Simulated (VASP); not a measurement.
MgF2, 6 atoms in the cell. It takes space group P4_2/mnm (No. 136, tetragonal). The conventional cell has a = 4.615 Å, b = 4.615 Å, c = 3.048 Å, α = 90.00°, β = 90.00°, γ = 90.00°. Mg (site symmetry mmm) has 6 F at 1.98 to 1.99 Å within 2.6 Å. Within 2.6 Å of F (site symmetry m2m) lie 3 Mg at 1.98 to 1.99 Å and 1 F at 2.57 Å. 

```yaml
Program: VASP 6.6.1
Task: single point
Functional: r2SCAN
Potentials_or_basis: VASP PAW PBE potentials, release 64 (Mg, F)
Cutoff: 660 eV
k_mesh: 7 × 7 × 11
Occupations: fermi-dirac, width 0.01 eV
Spin: no spin polarisation
Dipole_correction: no
Further_INCAR_settings: ALGO = Normal; EDIFF = 1e-06; NBANDS = 25
```

Potentials or basis: VASP PAW PBE potentials, release 64 (Mg, F).

Run with:

```bash
$ cat potpaw_PBE.64/Mg/POTCAR potpaw_PBE.64/F/POTCAR > POTCAR
$ cp INCAR.step1 INCAR
$ mpirun -np 1 vasp_std > vasp.out
$ cp INCAR.step2 INCAR
$ mpirun -np 1 vasp_std > vasp.out
```

Hardware: 1 thread of Oxide Virtual Turin-like Processor (shared host).

Problem. How long does it take, and how much memory?

Solution. It took 6.3 min on 1 thread of Oxide Virtual Turin-like Processor (shared host), peak memory 0.25 GiB. Counts: k points 60.
